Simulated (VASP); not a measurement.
# SiO2 (Stishovite) (P4_2/mnm) in VASP: a series of runs

SiO2 (Stishovite) is run at these levels: LDA; tasks: single point.

Program: VASP 6.6.1. These are calculated values, not measurements. Logs are shortened: lines on timing, memory, paths and dates and some standing lists are left out, and cuts for length are marked.

## (1) The cell of the first run

The structure is tetragonal, space group P4_2/mnm (No. 136). Conventional cell: a = 4.003 Å, b = 4.003 Å, c = 2.554 Å, α = 90.00°, β = 90.00°, γ = 90.00°. Within 2.2 Å of Si (site symmetry mmm) lie 6 O at 1.68 to 1.73 Å. O (site symmetry m2m) has 3 Si at 1.68 to 1.73 Å and 1 O at 2.20 Å within 2.2 Å.

## (2) Single point, LDA

The input, INCAR:

```
PREC     = Accurate       # precision mode
ENCUT    = 520            # plane-wave cutoff, eV
EDIFF    = 1E-6           # SCF threshold, eV
ISMEAR   = 0              # smearing method
SIGMA    = 0.01           # smearing width, eV
LREAL    = False          # projectors in reciprocal space
LASPH    = True           # aspherical terms in the spheres
NELM     = 100            # most SCF steps
ALGO     = Normal         # electronic algorithm
ISIF     = 2              # what is computed and relaxed
LWAVE    = False          # write WAVECAR
LCHARG   = False          # write CHGCAR
GGA      = CA             # functional
NBANDS   = 25             # bands
```

The input, KPOINTS:

```
regular mesh
0
Gamma
  6 6 8
```

The input, POSCAR:

```
SiO2
1.0
    4.0030396338      0.0000000000      0.0000000000
    0.0000000000      4.0030396338      0.0000000000
    0.0000000000      0.0000000000      2.5540184406
Si O
2 4
Direct
    0.0000000000      0.0000000000      0.0000000000
    0.5000000000      0.5000000000      0.5000000000
    0.3059000000      0.3059000000      0.0000000000
    0.1941000000      0.8059000000      0.5000000000
    0.6941000000      0.6941000000      0.0000000000
    0.8059000000      0.1941000000      0.5000000000
```

Potentials or basis: VASP PAW LDA potentials, release 64 (Si, O).

On the command line:

```console
$ cat potpaw_LDA.64/Si/POTCAR potpaw_LDA.64/O/POTCAR > POTCAR
$ mpirun -np 1 vasp_std > vasp.out
```

OUTCAR:

```text
PREC = Accurate
   ENCUT = 520
   EDIFF = 1E-6
   ISMEAR = 0
   LREAL = False
   LASPH = True
   NELM = 100
   ISIF = 2
   GGA = CA

 ion  position               nearest neighbor table
   1  0.000  0.000  0.000-   4 1.68   6 1.68   4 1.68   6 1.68   5 1.73   3 1.73   2 3.11   2 3.11
                             2 3.11   2 3.11   2 3.11   2 3.11   2 3.11   2 3.11
   2  0.500  0.500  0.500-   3 1.68   5 1.68   3 1.68   5 1.68   4 1.73   6 1.73   1 3.11   1 3.11
                             1 3.11   1 3.11   1 3.11   1 3.11   1 3.11   1 3.11
   3  0.306  0.306  0.000-   2 1.68   2 1.68   1 1.73
   4  0.194  0.806  0.500-   1 1.68   1 1.68   2 1.73
   5  0.694  0.694  0.000-   2 1.68   2 1.68   1 1.73
   6  0.806  0.194  0.500-   1 1.68   1 1.68   2 1.73

  LATTYP: Found a simple tetragonal cell.
 ALAT       =     4.0030396338
 C/A-ratio  =     0.6380197735

  Lattice vectors:

 A1 = (   4.0030396338,   0.0000000000,   0.0000000000)
 A2 = (   0.0000000000,   4.0030396338,   0.0000000000)
 A3 = (   0.0000000000,   0.0000000000,   2.5540184406)

Analysis of symmetry for initial positions (statically):
=====================================================================
 Subroutine PRICEL returns:
 Original cell was already a primitive cell.

 Routine SETGRP: Setting up the symmetry group for a
 simple tetragonal supercell.

 Subroutine GETGRP returns: Found 16 space group operations
 (whereof  8 operations were pure point group operations)
 out of a pool of 16 trial point group operations.

The static configuration has the point symmetry D_2h.
 The point group associated with its full space group is D_4h.

Analysis of symmetry for dynamics (positions and initial velocities):
=====================================================================
 Subroutine PRICEL returns:
 Original cell was already a primitive cell.

 Routine SETGRP: Setting up the symmetry group for a
 simple tetragonal supercell.

 Subroutine GETGRP returns: Found 16 space group operations
 (whereof  8 operations were pure point group operations)
 out of a pool of 16 trial point group operations.

The dynamic configuration has the point symmetry D_2h.
 The point group associated with its full space group is D_4h.

 Subroutine INISYM returns: Found 16 space group operations
 (whereof  8 operations are pure point group operations),
 and found     1 'primitive' translations

----------------------------------------------------------------------------------------

[... 99 lines left out ...]
   NELM   =    100;   NELMIN=  2; NELMDL= -5     # of ELM steps
   EDIFF  = 0.1E-05   stopping-criterion for ELM
   LREAL  =      F    real-space projection
   EDIFFG = 0.1E-04   stopping-criterion for IOM
   NSW    =      0    number of steps for IOM
   IBRION =     -1    ionic relax: 0-MD 1-quasi-New 2-CG
   NFREE  =      0    steps in history (QN), initial steepest desc. (CG)
   ISIF   =      2    stress and relaxation
   ISYM   =      2    0-nonsym 1-usesym 2-fastsym
   POTIM  = 0.5000    time-step for ionic-motion
   TEBEG  =    0.0;   TEEND  =   0.0 temperature during run
   PSTRESS=    0.0 pullay stress
   NELECT =      32.0000    total number of electrons
   NUPDOWN=      -1.0000    fix difference up-down
   EMIN   =  10.00;   EMAX   =-10.00  energy-range for DOS
   EFERMI =   0.00;   METHOD = LEGACY
   ISMEAR =     0;   SIGMA  =   0.01  broadening in eV -4-tet -1-fermi 0-gaus
   EFERMI_NEDOS =   21; number of points for ismear=-14 and -15
   IALGO  =     38    algorithm
   IMIX   =      4    mixing-type and parameters
     AMIX     =   0.40;   BMIX     =  1.00
     AMIX_MAG =   1.60;   BMIX_MAG =  1.00
  volume/ion in A,a.u.               =       6.82        46.03
  Fermi-wavevector in a.u.,A,eV,Ry     =   1.508193  2.850071 30.948435  2.274646
  Thomas-Fermi vector in A             =   2.618679
   LORBIT       =      0    0 simple, 1 ext, 2 COOP (PROOUT), +10 PAW based schemes
   GGA     = CA    functional components
   LHFCALC =     F    Hartree Fock is set to
   AEXX    =    0.0000 exact exchange contribution
   IVDW    =     0    specifies the selected vdW correction
   LEPSILON=     F    determine dielectric tensor
   LRPA    =     F    only Hartree local field effects (RPA)
 non-spin polarized calculation
 Gauss-broadening in eV      SIGMA  =   0.01
  energy-cutoff  :      520.00
  volume of cell :       40.93
 maximum number of plane-waves:      1124
 NGX is ok and might be reduce to    30
   NGX = 15   NGY = 15   NGZ =  9

 number of electron      32.0000037 magnetization

 Free energy of the ion-electron system (eV)
  ---------------------------------------------------
  ext. energy  EPLUGINS =         0.00000000
  ---------------------------------------------------
  free energy    TOTEN  =       -51.19587827 eV

  energy without entropy =      -51.19587827  energy(sigma->0) =      -51.19587827

 E-fermi :  10.0695     XC(G=0): -13.4025

 val. band max:       10.0017732857   @ k =   0.0000   0.0000   0.0000
 cond. band min:      16.8541636849   @ k =   0.0000   0.0000   0.0000
 fundamental gap:      6.8523903992
 Fermi energy:        10.0694803111

 k-point     1 :       0.0000    0.0000    0.0000
  band No.  band energies     occupation
      1     -13.8716      2.00000
      2      -9.4162      2.00000
      3      -9.4162      2.00000
      4      -9.1539      2.00000
      5      -1.7020      2.00000
      6       2.4202      2.00000
[... 661 lines left out ...]
     24      23.4719      0.00000
     25      24.4609      0.00000

 [... further k-points ...]
[... 5 lines left out ...]
  --------------------------------------------------------------------------------------
  -------------------------------------------------------------------------------------
  Total       12.0611039     12.0611039     15.4373453     -0.0000000      0.0000000      0.0000000
  in kB      472.1650439    472.1650439    604.3372873     -0.0000000      0.0000000      0.0000000
  external PRESSURE =     516.2224584 kB  Pullay stress =       0.0000000 kB

 VOLUME and BASIS-vectors are now :
 -----------------------------------------------------------------------------
  energy-cutoff  :      520.00
  volume of cell :       40.93
      direct lattice vectors                 reciprocal lattice vectors
     4.003039634  0.000000000  0.000000000     0.249810167  0.000000000  0.000000000
     0.000000000  4.003039634  0.000000000     0.000000000  0.249810167  0.000000000
     0.000000000  0.000000000  2.554018441     0.000000000  0.000000000  0.391539851

 POSITION                                       TOTAL-FORCE (eV/Angst)
 -----------------------------------------------------------------------------------
      0.00000      0.00000      0.00000         0.000000      0.000000      0.000000
      2.00152      2.00152      1.27701         0.000000      0.000000      0.000000
      1.22453      1.22453      0.00000        -0.707814     -0.707814     -0.000000
      0.77699      3.22605      1.27701         0.707814     -0.707814     -0.000000
      2.77851      2.77851      0.00000         0.707814      0.707814      0.000000
      3.22605      0.77699      1.27701        -0.707814      0.707814      0.000000
 -----------------------------------------------------------------------------------
    total drift:                               -0.000000      0.000000     -0.000000

  FREE ENERGIE OF THE ION-ELECTRON SYSTEM (eV)
  ---------------------------------------------------
  free  energy   TOTEN  =       -51.1958782675 eV

  energy  without entropy=      -51.1958782675  energy(sigma->0) =      -51.19587827
```

It took 48 s on 1 thread of Intel Xeon Platinum 8488C (Sapphire Rapids), shared host; peak memory 0.15 GiB.

Results:

* Free energy: -51.1959 eV
* Pressure: 51.6 GPa
* Largest force: 1.001 eV/Å
* Band gap on the k mesh: 6.85 eV, direct

Forces on the atoms (eV/Å):
```
Si   0.000  0.000  0.000
Si   0.000  0.000  0.000
O   -0.708 -0.708  0.000
O    0.708 -0.708  0.000
O    0.708  0.708  0.000
O   -0.708  0.708  0.000
```

Stress tensor (GPa, compression positive):
```
47.22  0.00  0.00
 0.00 47.22  0.00
 0.00  0.00 60.43
```

Levels at points of the mesh, in eV from the valence-band top:
```csv
k point,band 14,band 15,band 16,band 17,band 18,band 19
"(0.00, 0.00, 0.00)",-0.97,-0.97,0.00,6.85,8.09,9.45
"(0.50, 0.00, 0.00)",-3.01,-1.23,-1.23,9.04,9.04,10.14
"(0.50, 0.50, 0.00)",-3.00,-2.79,-2.79,8.75,8.75,11.09
"(0.00, 0.00, 0.50)",-3.84,-3.22,-3.22,10.63,10.63,13.75
"(0.50, 0.00, 0.50)",-2.64,-2.14,-2.14,9.80,9.80,11.18
"(0.50, 0.50, 0.50)",-2.04,-1.87,-1.87,8.72,8.72,11.66
```

Caveat: forces of over 1 eV/Å act on the atoms, so gaps and moduli don't describe the material at rest.

## (3) Single point, LDA

This run uses another cell than the first one, of 7.13 Å³/atom, 1.045 times its volume.

The input, INCAR:

```
SYSTEM = SiO2
PREC = Accurate ; ENCUT = 520
EDIFF = 1E-7 ; ISMEAR = 0
SIGMA = 0.01 ; LREAL = .FALSE.
LASPH = .TRUE. ; NELM = 100
ALGO = Normal ; ISIF = 2
LWAVE = .FALSE. ; LCHARG = .FALSE.
NBANDS = 25
```

The input, KPOINTS:

```
Automatic mesh
0
G
  6 6 8
  0 0 0
```

Changes to POSCAR since step 2:

```diff
@@ -2,5 +2,5 @@
 1.0
-    4.0030396338      0.0000000000      0.0000000000
-    0.0000000000      4.0030396338      0.0000000000
-    0.0000000000      0.0000000000      2.5540184406
+    4.0627953038      0.0000000000      0.0000000000
+    0.0000000000      4.0627953038      0.0000000000
+    0.0000000000      0.0000000000      2.5921437396
 Si O
```

Potentials or basis: VASP PAW LDA potentials, release 64 (Si, O).

On the command line:

```console
$ cat potpaw_LDA.64/Si/POTCAR potpaw_LDA.64/O/POTCAR > POTCAR
$ mpirun -np 1 vasp_std > vasp.out
```

Run time: 59 s. Hardware: 1 thread of Intel Xeon Platinum 8488C (Sapphire Rapids), shared host; peak memory 0.15 GiB.

The run converged. Its results:

| Quantity | Value |
| --- | --- |
| Free energy | -51.6690 eV |
| Pressure | 29.7 GPa |
| Largest force | 0.619 eV/Å |
| Band gap on the k mesh | 6.73 eV, direct |

Forces on the atoms (eV/Å):
```
Si   0.000  0.000  0.000
Si   0.000  0.000  0.000
O   -0.438 -0.438  0.000
O    0.438 -0.438  0.000
O    0.438  0.438  0.000
O   -0.438  0.438  0.000
```

Stress tensor (GPa, compression positive):
```
26.79  0.00  0.00
 0.00 26.79  0.00
 0.00  0.00 35.52
```

Levels at points of the mesh, in eV from the valence-band top:
| k point | band 13 | band 14 | band 15 | band 16 | band 17 | band 18 | band 19 | band 20 |
| --- | --- | --- | --- | --- | --- | --- | --- | --- |
| (0.00, 0.00, 0.00) | -2.63 | -0.95 | -0.95 | 0.00 | 6.73 | 7.20 | 9.05 | 9.05 |
| (0.50, 0.00, 0.00) | -2.91 | -2.91 | -1.18 | -1.18 | 8.62 | 8.62 | 9.64 | 9.64 |
| (0.50, 0.50, 0.00) | -2.90 | -2.90 | -2.62 | -2.62 | 8.25 | 8.25 | 10.66 | 10.66 |
| (0.00, 0.00, 0.50) | -3.59 | -3.59 | -3.04 | -3.04 | 10.03 | 10.03 | 13.25 | 13.25 |
| (0.50, 0.00, 0.50) | -2.53 | -2.53 | -2.01 | -2.01 | 9.43 | 9.43 | 10.65 | 10.65 |
| (0.50, 0.50, 0.50) | -1.96 | -1.96 | -1.77 | -1.77 | 8.12 | 8.12 | 11.35 | 11.35 |

A k mesh can miss the band edges. LDA gaps usually lie below the measured ones, often by a third to a half.
